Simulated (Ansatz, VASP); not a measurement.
**Au in VASP and in Ansatz**

```
Au
1.0
     2.95688    0.00000    0.00000
    -1.47844    2.56073    0.00000
     0.00000    0.00000    4.97571
Au
2
Direct
  0.33333 0.66667 0.75000
  0.66667 0.33333 0.25000
```

Change from the starting cell: volume scaled by 1.06.

Alike in both runs: task single point; functional LDA; k mesh 14 × 14 × 8; occupations fermi-dirac, width 0.03 eV; no spin polarisation.

|  | VASP | Ansatz |
| --- | --- | --- |
| version | VASP 6.6.1 | Ansatz 0.2.0 |
| potentials or method | VASP PAW LDA potentials, release 64 (Au), cutoff 520 eV | all-electron LAPW, scalar-relativistic |

```csv
,VASP,Ansatz,Ansatz less VASP
pressure (GPa),-16.4,-16.7,-0.33
"traceless stress, the component that is largest in VASP (GPa)",0.40,0.52,+0.115
```

LDA's correlation is that of Perdew and Zunger in VASP and of Perdew and Wang (1992) in Ansatz. Ansatz ran all-electron here, and VASP with PAW potentials.

Spin-orbit coupling is off throughout.
